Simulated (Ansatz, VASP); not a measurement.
# One calculation of P, two programs

INCAR

```
SYSTEM = P
PREC = Accurate
ENCUT = 400
EDIFF = 1E-8
ISMEAR = -1
SIGMA = 0.08
LREAL = .False.
LASPH = .True.
NELM = 120
ALGO = Normal
ISIF = 2
LWAVE = .False.
LCHARG = .False.
GGA = PS
LEFG = .True.
NBANDS = 8
GGA_COMPAT = .False.
```

KPOINTS

```
Automatic mesh
0
Gamma
  10 10 9
  0 0 0
```

POSCAR

```
P
1.0
    4.2729048574      0.0000000000      0.0000000000
    0.0000000000      4.2729048574      0.0000000000
    0.0000000000      0.0000000000      4.3342200000
P
1
Direct
    0.0000000000      0.0000000000      0.0000000000
```

Input for Ansatz:

```yaml
crystal:
  lattice:
    - [4.2729048574, 0.0, 0.0]
    - [0.0, 4.2729048574, 0.0]
    - [0.0, 0.0, 4.33422]
  atoms:
    - { symbol: P, position: [0.0, 0.0, 0.0] }
kpoints:
  mp_grid: { grid: [10, 10, 9] }
scf:
  occupations: { method: fermi_dirac, width: 0.08 }
hamiltonian:
  xc: pbesol
  pseudopotentials: { kind: all_electron, datasets: crystal }
output:
  forces: true
  stress: true
  eigenvalues: true
  efg: { contact_densities: true }
```

Change from the starting cell: zz strain of -1 %, crystal datasets.

Alike in both runs: task electric field gradients; functional PBEsol; k mesh 10 × 10 × 9; occupations fermi-dirac, width 0.08 eV; no spin polarisation.

```csv
,VASP,Ansatz
version,VASP 6.6.1,Ansatz 0.2.0
potentials or method,"VASP PAW PBE potentials, release 64 (P), cutoff 400 eV","all-electron PAW with datasets made for the crystal, scalar-relativistic"
```

```tsv
	VASP	Ansatz	Ansatz less VASP
pressure (GPa)	-3.9	-3.9	0.00
traceless stress, the component that is largest in VASP (GPa)	0.20	0.20	0.000
size of Vzz on the site where it differs most (V/Å²)	0.3	0.3	-0.04
```

VASP's potentials were made for PBE, not for PBEsol. Ansatz ran all-electron here, and VASP with PAW potentials.
